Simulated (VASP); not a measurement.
Wanted: the native input for a VASP 6.6.1 run.

| Item | Value |
| --- | --- |
| Task | single point |
| Functional | LDA |
| Potentials or basis | VASP PAW LDA potentials, release 64 (Zn, Se) |
| Cutoff | 520 eV |
| k mesh | 10 × 10 × 10 |
| Occupations | gaussian, width 0.05 eV |
| Spin | no spin polarisation |
| Dipole correction | no |
| Further INCAR settings | ALGO = Normal; EDIFF = 1e-06; NBANDS = 16 |

The structure of ZnSe lies in POSCAR:

```
ZnSe
1.0
    0.0000000000      2.8984176184      2.7279224644
    2.7279224644      0.0000000000      2.7279224644
    2.7279224644      2.8984176184      0.0000000000
Zn Se
1 1
Direct
    0.0000000000      0.0000000000      0.0000000000
    0.7500000000      0.7500000000      0.7500000000
```

These files were run (other wordings do the same):

INCAR

```
PREC = Accurate
ENCUT = 520
EDIFF = 1E-6
ISMEAR = 0
SIGMA = 0.05
LREAL = False
LASPH = True
NELM = 60
ALGO = Normal
ISIF = 2
LWAVE = False
LCHARG = False
GGA = CA
NBANDS = 16
```

KPOINTS

```
Automatic mesh
0
Gamma
  10 10 10
```

Potentials or basis: VASP PAW LDA potentials, release 64 (Zn, Se).

Launch:

```bash
$ cat potpaw_LDA.64/Zn/POTCAR potpaw_LDA.64/Se/POTCAR > POTCAR
$ mpirun -np 1 vasp_std > vasp.out
```

It gave:

| Quantity | Value |
| --- | --- |
| Pressure | 0.3 GPa |
| Band gap on the k mesh | 1.19 eV |

Wall time 100 s on 1 thread of Intel Xeon 8259CL, with other jobs on the host, peak memory 0.2 GiB.
